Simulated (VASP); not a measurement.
Input of a VASP 6.6.1 run:

File INCAR:

```
SYSTEM = TaO5
PREC = Accurate
ENCUT = 520
EDIFF = 1E-7
ISMEAR = 0
SIGMA = 0.1
LREAL = .FALSE.
LASPH = .TRUE.
NELM = 100
ALGO = Normal
ISIF = 2
LWAVE = .FALSE.
LCHARG = .TRUE.
GGA = PE
LELF = .TRUE.
LVHAR = .TRUE.
NBANDS = 30
```

File KPOINTS:

```
Automatic mesh
0
G
  6 6 4
  0 0 0
```

Contents of POSCAR:

```
TaO5
1.0
    3.5184295419      0.0000000000      0.0000000000
   -1.7592147710      3.0470493647      0.0000000000
    0.0000000000      0.0000000000      8.6771144749
Ta O
1 5
Direct
    0.0000000000      0.0000000000      0.0000000000
    0.0000000000      0.0000000000      0.2091393671
    0.0000000000      0.0000000000      0.7908606329
    0.4999542512      0.0000000000      0.5000000000
    0.0000000000      0.4999542512      0.5000000000
    0.5000457488      0.5000457488      0.5000000000
```

Potentials or basis: VASP PAW PBE potentials, release 64 (Ta_pv, O).

The run is started by

```bash
$ cat potpaw_PBE.64/Ta_pv/POTCAR potpaw_PBE.64/O/POTCAR > POTCAR
$ mpirun -np 1 vasp_std > vasp.out
```

(1) Predict the largest force.

(2) Estimate the pressure.

Answers

(1) 0.252 eV/Å.

(2) 0.4 GPa.

Caveat: an odd number of electrons without spin polarisation forces a metal; a magnetic or distorted state may lie lower.
